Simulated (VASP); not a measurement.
## Se: relaxation of shape and atoms at fixed volume with PBE

The system is Se.

```
CELL_PARAMETERS angstrom
2.06712 1.19345 1.68348
-2.06712 1.19345 1.68348
0.00000 -2.38690 1.68348
ATOMIC_POSITIONS crystal
Se 0.00000 0.00000 0.00000
```

This isn't the form of Se at room conditions, which is trigonal, of chains.

```
Program                : VASP 6.6.1
Task                   : relaxation of shape and atoms at fixed volume
Functional             : PBE
Potentials or basis    : VASP PAW PBE potentials, release 64 (Se)
Cutoff                 : 600 eV
k mesh                 : 15 × 15 × 15
Occupations            : gaussian, width 0.1 eV
Spin                   : no spin polarisation
Dipole correction      : no
Further INCAR settings : ALGO = Normal; EDIFF = 1e-07; IBRION = 2; EDIFFG = -0.01; NSW = 50; ISIF = 4
```

```json
{"Pressure after relaxing": "-5.4 GPa", "Band gap on the k mesh": "zero (bands 3 and 4 overlap by 5.32 eV)"}
```

Final structure:
```
Se
1.0
     2.06712    1.19345    1.68348
    -2.06712    1.19345    1.68348
     0.00000   -2.38690    1.68348
Se
1
Direct
  0.00000 0.00000 0.00000
```

Levels at points of the mesh, in eV from the Fermi level:
```csv
k point,band 1,band 2,band 3,band 4,band 5,band 6,band 7
"(0.00, 0.00, 0.00)",-15.20,1.26,1.28,1.28,7.40,7.96,7.96
```

Wall time 77 s on 1 thread of Oxide Virtual Turin-like Processor (shared host), peak memory 0.17 GiB.
